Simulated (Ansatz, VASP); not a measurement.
## YSiNi4 in VASP and in Ansatz

```
CELL_PARAMETERS angstrom
2.47218 -3.99747 0.00000
2.47218 3.99747 0.00000
0.00000 0.00000 3.86463
ATOMIC_POSITIONS crystal
Y 0.00000 0.00000 0.00000
Si 0.50000 0.50000 0.50000
Ni 0.34045 0.65955 0.00000
Ni 0.65955 0.34045 0.00000
Ni 0.50000 0.00000 0.50000
Ni 0.00000 0.50000 0.50000
```

Alike in both runs: functional LDA; k mesh 8 × 8 × 10; occupations gaussian, width 0.1 eV; no spin polarisation.

Ansatz relaxed the structure, and its values are those at the end. VASP's run is a single point on that final structure, the one shown.

```csv
,VASP,Ansatz
version,VASP 6.6.1,Ansatz 0.2.0
potentials or method,"VASP PAW LDA potentials, release 64 (Y_sv, Si, Ni), cutoff 520 eV","scalar-relativistic, plane waves, PAW"
valence electrons in the cell,55,87
```

Ansatz gave:

```
gap on the k mesh at the Fermi level (eV) : none
pressure (GPa)                            : 0.0
```

Q: What did VASP give for the same quantities?

A: gap on the k mesh at the Fermi level (eV): none; pressure (GPa): 0.2.

LDA's correlation is that of Perdew and Zunger in VASP and of Perdew and Wang (1992) in Ansatz. A gap of «none» marks a metal or a gap that the smearing closes. VASP's potentials hold 55 valence electrons a cell and Ansatz's 87, so a difference there can come from the potentials and not from the codes.
